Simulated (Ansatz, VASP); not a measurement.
Two plane-wave programs on NaH2

```
Na H
1.0
     3.29295   -3.66593    0.00000
     3.29295    3.66593    0.00000
     0.00000    0.00000    4.59450
Na H
2 4
Direct
  0.68702 0.31298 0.25000
  0.31298 0.68702 0.75000
  0.08265 0.03535 0.25000
  0.96465 0.91735 0.25000
  0.03535 0.08265 0.75000
  0.91735 0.96465 0.75000
```

Alike in both runs: functional PBE; k mesh 8 × 8 × 8; occupations gaussian, width 0.1 eV; no spin polarisation.

Ansatz relaxed the structure, and its values are those at the end. VASP's run is a single point on that final structure, the one shown.

```csv
,VASP,Ansatz
version,VASP 6.6.1,Ansatz 0.2.0
potentials or method,"VASP PAW PBE potentials, release 64 (Na_pv, H), cutoff 520 eV","scalar-relativistic, plane waves, PAW"
valence electrons in the cell,18,22
```

|  | VASP | Ansatz | Ansatz less VASP |
| --- | --- | --- | --- |
| gap on the k mesh at the Fermi level (eV) | none | none | - |
| pressure (GPa) | -0.1 | 0.0 | +0.09 |
| rms of the force components (eV/Å) | 0.003 | 0.001 | -0.0024 |

A gap of «none» marks a metal or a gap that the smearing closes. With one functional, cell and mesh, what is left measures potentials, basis and numerics. VASP's potentials hold 18 valence electrons a cell and Ansatz's 22, so a difference there can come from the potentials and not from the codes.
